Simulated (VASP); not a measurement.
A run of VASP 6.6.1:

The input INCAR:

```
SYSTEM = WSe2
PREC = Accurate
ENCUT = 520
EDIFF = 1E-7
ISMEAR = 0
SIGMA = 0.05
LREAL = .False.
LASPH = .True.
NELM = 100
ALGO = Normal
ISIF = 2
LWAVE = .False.
LCHARG = .False.
LDIPOL = .True.
IDIPOL = 3
DIPOL = 0.5 0.5 0.398
GGA = PE
IVDW = 12
NBANDS = 35
```

File KPOINTS:

```
Automatic mesh
0
Gamma
  9 9 1
  0 0 0
```

POSCAR

```
WSe2
1.0
    3.2854807123      0.0000000000      0.0000000000
   -1.6427403561      2.8453097605      0.0000000000
    0.0000000000      0.0000000000     24.2386612352
Se W
4 2
Direct
    0.3333333333      0.6666666667      0.1856538179
    0.3333333333      0.6666666667      0.3246602831
    0.6666666667      1.3333333333      0.4715330812
    0.6666666667      1.3333333333      0.6105395464
    0.6666666667      0.3333333333      0.2551570505
    0.3333333333      1.6666666667      0.5410363138
```

Potentials or basis: VASP PAW PBE potentials, release 64 (Se, W_sv).

Run with:

```sh
$ cat potpaw_PBE.64/Se/POTCAR potpaw_PBE.64/W_sv/POTCAR > POTCAR
$ mpirun -np 1 vasp_std > vasp.out
```

Hardware: 1 thread of Intel Xeon 8259CL, on a shared host.

Problem. Estimate the wall time of this run.

Solution. It took 4 min on 1 thread of Intel Xeon 8259CL, with other jobs on the host, peak memory 0.36 GiB. Counts: scf iterations 23, k points 12.
